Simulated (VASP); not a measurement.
Write the native input for VASP 6.6.1 that does the following.

```
Task                   : single point
Functional             : PBEsol
Potentials or basis    : VASP PAW PBE potentials, release 64 (Ti_sv, Al)
Cutoff                 : 500 eV
k mesh                 : 12 × 12 × 4
Occupations            : gaussian, width 0.15 eV
Spin                   : no spin polarisation
Dipole correction      : no
Further INCAR settings : ALGO = Normal; EDIFF = 1e-06; NBANDS = 44; ISYM = 0
```

The structure of TiAl3 lies in POSCAR:

```
TiAl3
1.0
    0.0000000000     -3.9483448101      0.0000000000
    0.0000000000      0.0000000000     -3.9483448101
   11.8450344303     -1.9741724050      1.9741724050
Ti Al
3 9
Direct
   -0.0416666667      1.0416666667      0.0833333333
   -0.2083333333      1.2083333333      0.4166666667
   -0.3750000000      1.3750000000      0.7500000000
    0.0416666667      0.4583333333      0.9166666667
    0.3750000000      0.1250000000      0.2500000000
    0.2083333333      0.2916666667      0.5833333333
   -0.4583333333      0.9583333333      0.9166666667
   -0.1250000000      0.6250000000      0.2500000000
   -0.2916666667      0.7916666667      0.5833333333
    0.1250000000      0.8750000000      0.7500000000
    0.4583333333      0.5416666667      0.0833333333
    0.2916666667      0.7083333333      0.4166666667
```

This cell differs from its parent crystal: the part above a cut slid along it.

One way to write it, as run:

INCAR

```
  ALGO = Normal
  EDIFF = 1E-6
  ENCUT = 500
  GGA = PS
  GGA_COMPAT = F
  ISIF = 2
  ISMEAR = 0
  ISYM = 0
  KPAR = 4
  LASPH = T
  LCHARG = T
  LREAL = F
  LVHAR = T
  LWAVE = F
  NBANDS = 44
  NELM = 120
  PREC = Accurate
  SIGMA = 0.15
```

KPOINTS

```
k-points
0
Gamma
  12 12 4
```

Potentials or basis: VASP PAW PBE potentials, release 64 (Ti_sv, Al).

The run is started by

```sh
$ cat potpaw_PBE.64/Ti_sv/POTCAR potpaw_PBE.64/Al/POTCAR > POTCAR
$ mpirun -np 4 vasp_std > vasp.out
```

It gave:

```
Pressure               : 0.6 GPa
Largest force          : 1.457 eV/Å
Band gap on the k mesh : zero (an odd number of electrons rules out a gap without spin polarisation)
```

Caveat: the cell differs from its parent crystal (the part above a cut slid along it); the stress differs along the axes, from -2 to 6 GPa; the PAW data sets were made with another functional, which shifts forces and pressure a little.

Wall time 15 min on 4 MPI ranks on Oxide Virtual Turin-like Processor, on a shared host, peak memory 1.5 GiB a rank.
